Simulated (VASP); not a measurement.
# TaN (P-6m2) in VASP: a series of runs

Runs on TaN. Level: PBE. Tasks: relaxation of shape and atoms at fixed volume.

Everything below comes from runs of VASP 6.6.1. Logs are shortened: lines on timing, memory, paths and dates and some standing lists are left out, and cuts for length are marked.

### 1 The cell of the first run

It takes space group P-6m2 (No. 187, hexagonal). The conventional cell has a = 2.855 Å, b = 2.855 Å, c = 2.815 Å, α = 90.00°, β = 90.00°, γ = 120.00°. Ta (site symmetry -6m2) has 6 N at 2.17 Å and 8 Ta at 2.82 to 2.86 Å within 2.9 Å. N (site symmetry -6m2) has 6 Ta at 2.17 Å and 8 N at 2.82 to 2.86 Å within 2.9 Å.

### 2 Relaxation of shape and atoms at fixed volume, PBE (9.94 Å³/atom)

File INCAR:

```
SYSTEM = TaN
PREC = Accurate ; ENCUT = 600
EDIFF = 1E-6 ; ISMEAR = 0
SIGMA = 0.1 ; LREAL = .False.
LASPH = .True. ; NELM = 100
ALGO = Normal ; ISIF = 4
LWAVE = .False. ; LCHARG = .False.
GGA = PE ; IBRION = 2
NSW = 50 ; EDIFFG = -0.01
```

File KPOINTS:

```
Automatic mesh
0
Gamma
  18 18 14
  0 0 0
```

File POSCAR:

```
TaN
1.0
    2.8552717770      0.0000000000      0.0000000000
   -1.4276358885      2.4727378936      0.0000000000
    0.0000000000      0.0000000000      2.8151986524
Ta N
1 1
Direct
    0.3333333333      0.6666666667      0.5000000000
    0.0000000000      0.0000000000      0.0000000000
```

Potentials or basis: VASP PAW PBE potentials, release 64 (Ta_pv, N).

Launch:

```sh
$ cat potpaw_PBE.64/Ta_pv/POTCAR potpaw_PBE.64/N/POTCAR > POTCAR
$ mpirun -np 1 vasp_std > vasp.out
```

OUTCAR:

```text
SYSTEM = TaN
   PREC = Accurate
   ENCUT = 600
   EDIFF = 1E-6
   ISMEAR = 0
   LREAL = .False.
   LASPH = .True.
   NELM = 100
   ISIF = 4
   GGA = PE
   IBRION = 2
   NSW = 50
   EDIFFG = -0.01

 ion  position               nearest neighbor table
   1  0.333  0.667  0.500-   2 2.17   2 2.17   2 2.17   2 2.17   2 2.17   2 2.17
   2  0.000  0.000  0.000-   1 2.17   1 2.17   1 2.17   1 2.17   1 2.17   1 2.17

  LATTYP: Found a hexagonal cell.
 ALAT       =     2.8552717770
 C/A-ratio  =     0.9859652153

  Lattice vectors:

 A1 = (   2.8552717770,   0.0000000000,   0.0000000000)
 A2 = (  -1.4276358885,   2.4727378936,   0.0000000000)
 A3 = (   0.0000000000,   0.0000000000,   2.8151986524)

Analysis of symmetry for initial positions (statically):
=====================================================================
 Subroutine PRICEL returns:
 Original cell was already a primitive cell.

 Routine SETGRP: Setting up the symmetry group for a
 hexagonal supercell.

 Subroutine GETGRP returns: Found 12 space group operations
 (whereof 12 operations were pure point group operations)
 out of a pool of 24 trial point group operations.

The static configuration has the point symmetry D_3h.

Analysis of symmetry for dynamics (positions and initial velocities):
=====================================================================
 Subroutine PRICEL returns:
 Original cell was already a primitive cell.

 Routine SETGRP: Setting up the symmetry group for a
 hexagonal supercell.

 Subroutine GETGRP returns: Found 12 space group operations
 (whereof 12 operations were pure point group operations)
 out of a pool of 24 trial point group operations.

The dynamic configuration has the point symmetry D_3h.

 Subroutine INISYM returns: Found 12 space group operations
 (whereof 12 operations are pure point group operations),
 and found     1 'primitive' translations

----------------------------------------------------------------------------------------

                                     Primitive cell

  volume of cell :      19.8763

  direct lattice vectors                    reciprocal lattice vectors
     2.855271777  0.000000000  0.000000000     0.350229358  0.202205014  0.000000000
    -1.427635889  2.472737894  0.000000000     0.000000000  0.404410028  0.000000000
     0.000000000  0.000000000  2.815198652     0.000000000  0.000000000  0.355214720

  length of vectors
     2.855271777  2.855271777  2.815198652     0.404410028  0.404410028  0.355214720

  position of ions in fractional coordinates (direct lattice)
     0.333333333  0.666666667  0.500000000
     0.000000000  0.000000000  0.000000000

  ion indices of the primitive-cell ions
   primitive index   ion index
                 1           1
                 2           2

----------------------------------------------------------------------------------------

 KPOINTS: Automatic mesh

Automatic generation of k-mesh.
 Grid dimensions read from file:
 generate k-points for:   18   18   14

 Generating k-lattice:

  Cartesian coordinates                     Fractional coordinates (reciprocal lattice)
     0.019457187  0.011233612  0.000000000     0.055555556  0.000000000  0.000000000
     0.000000000  0.022467224  0.000000000     0.000000000  0.055555556  0.000000000
     0.000000000  0.000000000  0.025372480     0.000000000  0.000000000  0.071428571

  Length of vectors
     0.022467224  0.022467224  0.025372480

  Shift w.r.t. Gamma in fractional coordinates (k-lattice)
     0.000000000  0.000000000  0.000000000

 Subroutine IBZKPT returns following result:
 ===========================================

 Found    296 irreducible k-points:

 Following reciprocal coordinates:
            Coordinates               Weight
  0.000000  0.000000  0.000000      1.000000
  0.055556  0.000000  0.000000      6.000000
  0.111111  0.000000  0.000000      6.000000
  0.166667  0.000000  0.000000      6.000000
  0.222222 -0.000000  0.000000      6.000000
  0.277778 -0.000000  0.000000      6.000000
[... 16 lines left out ...]
  0.333333  0.111111  0.000000     12.000000
  0.388889  0.111111  0.000000     12.000000
 [... further k-points ...]
   k-points           NKPTS =    296   k-points in BZ     NKDIM =    296   number of bands    NBANDS=     12
   number of dos      NEDOS =    301   number of ions     NIONS =      2
   total plane-waves  NPLWV =  13824
   dimension x,y,z NGX =    24 NGY =   24 NGZ =   24
   dimension x,y,z NGXF=    48 NGYF=   48 NGZF=   48
   ions per type =               1   1
   NGX,Y,Z   is equivalent  to a cutoff of  13.97, 13.97, 14.17 a.u.
   NGXF,Y,Z  is equivalent  to a cutoff of  27.95, 27.95, 28.35 a.u.
 SYSTEM =  TaN
   PREC   = accura    normal or accurate (medium, high low for compatibility)
   ISTART =      0    job   : 0-new  1-cont  2-samecut
   ICHARG =      2    charge: 1-file 2-atom 10-const
   ISPIN  =      1    spin polarized calculation?
   LNONCOLLINEAR =      F non collinear calculations
   LSORBIT =      F    spin-orbit coupling
   LASPH  =      T    aspherical Exc in radial PAW
   ENCUT  =  600.0 eV  44.10 Ry    6.64 a.u.   5.70  5.70  5.62*2*pi/ulx,y,z
   NELM   =    100;   NELMIN=  2; NELMDL= -5     # of ELM steps
   EDIFF  = 0.1E-05   stopping-criterion for ELM
   LREAL  =      F    real-space projection
   EDIFFG = -.1E-01   stopping-criterion for IOM
   NSW    =     50    number of steps for IOM
   IBRION =      2    ionic relax: 0-MD 1-quasi-New 2-CG
   NFREE  =      1    steps in history (QN), initial steepest desc. (CG)
   ISIF   =      4    stress and relaxation
   ISYM   =      2    0-nonsym 1-usesym 2-fastsym
   POTIM  = 0.5000    time-step for ionic-motion
   TEBEG  =    0.0;   TEEND  =   0.0 temperature during run
   PSTRESS=    0.0 pullay stress
   NELECT =      16.0000    total number of electrons
   NUPDOWN=      -1.0000    fix difference up-down
   EMIN   =  10.00;   EMAX   =-10.00  energy-range for DOS
   EFERMI =   0.00;   METHOD = LEGACY
   ISMEAR =     0;   SIGMA  =   0.10  broadening in eV -4-tet -1-fermi 0-gaus
   EFERMI_NEDOS =   21; number of points for ismear=-14 and -15
   IALGO  =     38    algorithm
   IMIX   =      4    mixing-type and parameters
     AMIX     =   0.40;   BMIX     =  1.00
     AMIX_MAG =   1.60;   BMIX_MAG =  1.00
  volume/ion in A,a.u.               =       9.94        67.07
  Fermi-wavevector in a.u.,A,eV,Ry     =   1.522895  2.877854 31.554757  2.319209
  Thomas-Fermi vector in A             =   2.631412
   LORBIT       =      0    0 simple, 1 ext, 2 COOP (PROOUT), +10 PAW based schemes
   GGA     = PE    functional components
   LHFCALC =     F    Hartree Fock is set to
   AEXX    =    0.0000 exact exchange contribution
   IVDW    =     0    specifies the selected vdW correction
   LEPSILON=     F    determine dielectric tensor
   LRPA    =     F    only Hartree local field effects (RPA)
 conjugate gradient relaxation of ions
 non-spin polarized calculation
 Gauss-broadening in eV      SIGMA  =   0.10
  energy-cutoff  :      600.00
  volume of cell :       19.88
 maximum number of plane-waves:       678
 NGX is ok and might be reduce to    24
   NGX = 11   NGY = 11   NGZ = 11

--------------------------------------- Ionic step        1  -------------------------------------------

 number of electron      15.9999999 magnetization

 Free energy of the ion-electron system (eV)
  ---------------------------------------------------
  ext. energy  EPLUGINS =         0.00000000
  ---------------------------------------------------
  free energy    TOTEN  =       -22.21611276 eV

  energy without entropy =      -22.21587984  energy(sigma->0) =      -22.21599630

------------------------ aborting loop because EDIFF is reached ----------------------------------------

  FORCE on cell =-STRESS in cart. coord.  units (eV):
  Direction    XX          YY          ZZ          XY          YZ          ZX
  --------------------------------------------------------------------------------------
  -------------------------------------------------------------------------------------
  Total        4.8896381      4.8896381      5.1132483      0.0000000      0.0000000      0.0000000
  in kB      394.1419962    394.1419962    412.1666784      0.0000000      0.0000000      0.0000000
  external PRESSURE =     400.1502236 kB  Pullay stress =       0.0000000 kB
[... 57 lines left out ...]
  energy  without entropy=      -22.2157829588  energy(sigma->0) =      -22.21589793

--------------------------------------- Ionic step        3  -------------------------------------------

 number of electron      15.9999999 magnetization

 Free energy of the ion-electron system (eV)
  ---------------------------------------------------
  ext. energy  EPLUGINS =         0.00000000
  ---------------------------------------------------
  free energy    TOTEN  =       -22.21629145 eV

  energy without entropy =      -22.21606020  energy(sigma->0) =      -22.21617583

 E-fermi :   9.0963     XC(G=0): -13.7975

 val. band max:        9.0505094207   @ k =   0.0000   0.0000   0.4286
 cond. band min:       9.1247608375   @ k =   0.0556   0.0000   0.5000
 fundamental gap:      0.0742514169
 Fermi energy:         9.0963278134

 k-point     1 :       0.0000    0.0000    0.0000
  band No.  band energies     occupation
      1     -25.5117      2.00000
      2     -25.1694      2.00000
      3     -25.1694      2.00000
      4      -9.2763      2.00000
      5       4.2481      2.00000
      6       4.2481      2.00000
      7       4.5048      2.00000
      8       6.0614      2.00000
      9      12.0176      0.00000
     10      13.0530      0.00000
     11      13.0530      0.00000
     12      13.5963      0.00000
[... 331 lines left out ...]
 k-point    24 :       0.3889    0.1111    0.0000
  band No.  band energies     occupation
      1     -26.4753      2.00000
      2     -25.5779      2.00000
      3     -25.3106      2.00000
      4      -6.6251      2.00000
      5       0.5993      2.00000
      6       3.5184      2.00000
      7       4.6164      2.00000
      8       6.6563      2.00000
      9      11.6164      0.00000
     10      12.5658      0.00000
     11      14.2907      0.00000
     12      15.7806      0.00000

 [... further k-points ...]
[... 5 lines left out ...]
  --------------------------------------------------------------------------------------
  -------------------------------------------------------------------------------------
  Total        4.9523703      4.9523703      4.9543716      0.0000000      0.0000000      0.0000000
  in kB      399.1986917    399.1986917    399.3600089      0.0000000      0.0000000      0.0000000
  external PRESSURE =     399.2524641 kB  Pullay stress =       0.0000000 kB
[... 17 lines left out ...]
  FREE ENERGIE OF THE ION-ELECTRON SYSTEM (eV)
  ---------------------------------------------------
  free  energy   TOTEN  =       -22.2162914528 eV

  energy  without entropy=      -22.2160602029  energy(sigma->0) =      -22.21617583

 reached required accuracy - stopping structural energy minimisation
```

Run time: 68 s. Hardware: 1 thread of AMD EPYC 9R45 (Zen 5), shared host; peak memory 0.19 GiB.

Results:

```yaml
Free_energy: -22.2163 eV
Energy_gained_by_relaxing: 0.1 meV/atom
Ionic_steps: 3
Pressure_after_relaxing: 39.9 GPa
Band_gap_on_the_k_mesh: zero (bands 8 and 9 overlap by 0.30 eV)
```

Step by step:
```csv
step,energy change (eV),largest force (eV/Å),pressure (GPa),volume (Å³)
1,0.0000,0.0000,40.02,19.88
2,0.0001,0.0000,39.84,19.88
3,-0.0002,0.0000,39.93,19.88
```

Final structure:
```yaml
crystal:
  lattice:
    - [2.85301, 0.00000, 0.00000]
    - [-1.42650, 2.47078, 0.00000]
    - [0.00000, 0.00000, 2.81967]
  atoms:
    - { symbol: Ta, position: [0.33333, 0.66667, 0.50000] }
    - { symbol: N, position: [0.00000, 0.00000, 0.00000] }
```

Caveat: spin-orbit coupling is left out, which moves the levels of the heavy elements.

### 3 Relaxation of shape and atoms at fixed volume, PBE (10.27 Å³/atom)

This run uses another cell than the first one, of 10.27 Å³/atom.

File INCAR:

```
PREC = Accurate
ENCUT = 600
EDIFF = 1E-6
ISMEAR = 0
SIGMA = 0.1
LREAL = False
LASPH = True
NELM = 100
ALGO = Normal
ISIF = 4
LWAVE = False
LCHARG = False
GGA = PE
IBRION = 2
NSW = 50
EDIFFG = -0.01
```

File KPOINTS:

```
regular mesh
0
Gamma
  18 18 14
```

File POSCAR:

```
TaN
1.0
    2.8881823241      0.0000000000      0.0000000000
   -1.4440911620      2.5012392635      0.0000000000
    0.0000000000      0.0000000000      2.8421120820
Ta N
1 1
Direct
    0.3333333333      0.6666666667      0.5000000000
    0.0000000000      0.0000000000      0.0000000000
```

Potentials or basis: VASP PAW PBE potentials, release 64 (Ta_pv, N).

Launch:

```sh
$ cat potpaw_PBE.64/Ta_pv/POTCAR potpaw_PBE.64/N/POTCAR > POTCAR
$ mpirun -np 1 vasp_std > vasp.out
```

Run time: 68 s. Hardware: 1 thread of AMD EPYC 9R45 (Zen 5), shared host; peak memory 0.19 GiB.

Results (log left out):

```yaml
Free_energy: -22.3485 eV
Energy_gained_by_relaxing: 0.1 meV/atom
Ionic_steps: 3
Pressure_after_relaxing: 24.6 GPa
Band_gap_on_the_k_mesh: zero (bands 8 and 9 overlap by 0.30 eV)
```

Step by step:
| step | energy change (eV) | largest force (eV/Å) | pressure (GPa) | volume (Å³) |
| --- | --- | --- | --- | --- |
| 1 | 0.0000 | 0.0000 | 24.71 | 20.53 |
| 2 | 0.0001 | 0.0000 | 24.56 | 20.53 |
| 3 | -0.0002 | 0.0000 | 24.63 | 20.53 |

Final structure:
```xyz
2
Lattice="2.8860 0.0000 0.0000 -1.4430 2.4994 0.0000 0.0000 0.0000 2.8464" Properties=species:S:1:pos:R:3 pbc="T T T"
Ta    0.0000    1.6662    1.4232
N     0.0000    0.0000    2.8464
```

Levels at points of the mesh, in eV from the Fermi level:
```
           k point  band 5  band 6  band 7  band 8  band 9  band 10  band 11  band 12
(0.00, 0.00, 0.00)   -4.72   -4.72   -4.43   -3.00    2.64     3.80     3.80     4.30
(0.50, 0.00, 0.00)   -8.53   -5.47   -3.67   -3.23    3.21     4.38     5.49     5.72
(0.00, 0.00, 0.50)   -9.64   -3.87   -3.87   -0.09   -0.09     2.49     3.53     3.53
(0.50, 0.00, 0.50)   -7.59   -6.37   -5.91   -0.26    4.53     5.79     6.46     7.58
```

Caveat: spin-orbit coupling is left out, which moves the levels of the heavy elements.

(Part 1 of 2 ends here.)
